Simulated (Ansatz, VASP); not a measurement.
# Two plane-wave programs on MgCd3O4

File INCAR:

```
SYSTEM = MgCd3O4
PREC = Accurate
ENCUT = 520
EDIFF = 1E-6
ISMEAR = 0
SIGMA = 0.1
LREAL = .FALSE.
LASPH = .TRUE.
NELM = 60
ALGO = Normal
ISIF = 2
LWAVE = .FALSE.
LCHARG = .FALSE.
GGA = PE
NBANDS = 41
```

The input KPOINTS:

```
regular mesh
0
G
  4 4 6
  0 0 0
```

POSCAR

```
MgCd3O4
1.0
    3.3001728000     -4.6678028000      0.0000000000
    3.3001728000      4.6678028000      0.0000000000
    0.0000000000      0.0000000000      3.2862608000
Mg Cd O
1 3 4
Direct
    0.5000000000      0.5000000000      0.5000000000
    0.0000000000      0.5000000000      0.0000000000
    0.0000000000      0.0000000000      0.5000000000
    0.5000000000      0.0000000000      0.0000000000
    0.7316240000      0.7316240000      0.0000000000
    0.7359300000      0.2640700000      0.5000000000
    0.2640700000      0.7359300000      0.5000000000
    0.2683760000      0.2683760000      0.0000000000
```

Input for Ansatz:

```yaml
crystal:
  lattice:
    - [3.3001728, -4.6678028, 0.0]
    - [3.3001728, 4.6678028, 0.0]
    - [0.0, 0.0, 3.2862608]
  atoms:
    - { symbol: Mg, position: [0.5, 0.5, 0.5] }
    - { symbol: Cd, position: [0.0, 0.5, 0.0] }
    - { symbol: Cd, position: [0.0, 0.0, 0.5] }
    - { symbol: Cd, position: [0.5, 0.0, 0.0] }
    - { symbol: O, position: [0.731624, 0.731624, 0.0] }
    - { symbol: O, position: [0.73593, 0.26407, 0.5] }
    - { symbol: O, position: [0.26407, 0.73593, 0.5] }
    - { symbol: O, position: [0.268376, 0.268376, 0.0] }
basis:
  ecutwfc: 420
kpoints:
  mp_grid: { grid: [4, 4, 6] }
hamiltonian:
  xc: pbe
scf:
  occupations: { method: gaussian, width: 0.1 }
  lower_state_search: "off"
output:
  forces: true
  stress: true
  eigenvalues: true
```

Alike in both runs: task single point; functional PBE; k mesh 4 × 4 × 6; occupations gaussian, width 0.1 eV; no spin polarisation.

|  | VASP | Ansatz |
| --- | --- | --- |
| version | VASP 6.6.1 | Ansatz 0.2.0 |
| potentials or method | VASP PAW PBE potentials, release 64 (Mg, Cd, O), cutoff 520 eV | scalar-relativistic, plane waves, PAW |
| valence electrons in the cell | 62 | 94 |

|  | VASP | Ansatz | Ansatz less VASP |
| --- | --- | --- | --- |
| gap on the k mesh at the Fermi level (eV) | none | none | - |
| pressure (GPa) | 1.0 | 0.0 | -0.94 |
| traceless stress, the component that is largest in VASP (GPa) | -0.05 | 0.00 | +0.049 |
| rms of the force components (eV/Å) | 0.028 | 0.001 | -0.0269 |

Atom by atom the forces differ by 0.027 eV/Å (rms over components). A gap of «none» marks a metal or a gap that the smearing closes. VASP's potentials hold 62 valence electrons a cell and Ansatz's 94, so a difference there can come from the potentials and not from the codes.
